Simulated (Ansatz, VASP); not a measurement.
**InP3 in VASP and in Ansatz**

Contents of POSCAR:

```
InP3
1.0
    4.0408188801      2.3329678682      3.6387921039
   -4.0408188801      2.3329678682      3.6387921039
    0.0000000000     -4.6659357364      3.6387921039
In P
2 6
Direct
    0.2702520051      0.2702520051      0.2702520051
    0.7297479949      0.7297479949      0.7297479949
    0.7982893833      0.2446976833      0.7982893833
    0.7982893833      0.7982893833      0.2446976833
    0.2446976833      0.7982893833      0.7982893833
    0.2017106167      0.7553023167      0.2017106167
    0.7553023167      0.2017106167      0.2017106167
    0.2017106167      0.2017106167      0.7553023167
```

INCAR.step1

```
ALGO = Normal
EDIFF = 1E-5
ENCUT = 550
GGA = PE
GGA_COMPAT = False
ISMEAR = 0
LASPH = True
LCHARG = False
LREAL = False
LWAVE = True
NBANDS = 38
NELM = 120
PREC = Accurate
SIGMA = 0.15
```

INCAR.step2

```
ALGO = Normal
EDIFF = 1E-6
ENCUT = 550
GGA_COMPAT = False
ISIF = 2
ISMEAR = 0
ISTART = 1
LASPH = True
LCHARG = True
LELF = True
LMIXTAU = True
LREAL = False
LVHAR = True
LWAVE = False
METAGGA = R2SCAN
NBANDS = 38
NELM = 120
PREC = Accurate
SIGMA = 0.15
```

The input KPOINTS:

```
k-points
0
Gamma
  6 6 6
```

Input for Ansatz:

```yaml
crystal:
  lattice:
    - [4.0408188801, 2.3329678682, 3.6387921039]
    - [-4.0408188801, 2.3329678682, 3.6387921039]
    - [0.0, -4.6659357364, 3.6387921039]
  atoms:
    - { symbol: In, position: [0.2702520051, 0.2702520051, 0.2702520051] }
    - { symbol: In, position: [0.7297479949, 0.7297479949, 0.7297479949] }
    - { symbol: P, position: [0.7982893833, 0.2446976833, 0.7982893833] }
    - { symbol: P, position: [0.7982893833, 0.7982893833, 0.2446976833] }
    - { symbol: P, position: [0.2446976833, 0.7982893833, 0.7982893833] }
    - { symbol: P, position: [0.2017106167, 0.7553023167, 0.2017106167] }
    - { symbol: P, position: [0.7553023167, 0.2017106167, 0.2017106167] }
    - { symbol: P, position: [0.2017106167, 0.2017106167, 0.7553023167] }
basis:
  ecutwfc: 500
kpoints:
  mp_grid: { grid: [6, 6, 6] }
hamiltonian:
  xc: r2scan
scf:
  occupations: { method: gaussian, width: 0.15 }
output:
  forces: true
  stress: true
  eigenvalues: true
```

Change from the starting cell: strain +0.080 along x and y, +0.080 along z, atoms carried along.

Alike in both runs: task single point; functional r2SCAN; k mesh 6 × 6 × 6; occupations gaussian, width 0.15 eV; no spin polarisation.

|  | VASP | Ansatz |
| --- | --- | --- |
| version | VASP 6.6.1 | Ansatz 0.2.0 |
| potentials or method | VASP PAW PBE potentials, release 64 (In_d, P), cutoff 550 eV | scalar-relativistic, plane waves, PAW |
| valence electrons in the cell | 56 | 56 |

|  | VASP | Ansatz | Ansatz less VASP |
| --- | --- | --- | --- |
| gap on the k mesh at the Fermi level (eV) | none | none | - |
| pressure (GPa) | -11.5 | -11.3 | +0.15 |
| traceless stress, the component that is largest in VASP (GPa) | 2.69 | 2.67 | -0.018 |
| rms of the force components (eV/Å) | 0.752 | 0.730 | -0.0215 |

VASP's potentials were made for PBE, not for r2SCAN. Atom by atom the forces differ by 0.022 eV/Å (rms over components). A gap of «none» marks a metal or a gap that the smearing closes. With one functional, cell and mesh, what is left measures potentials, basis and numerics.
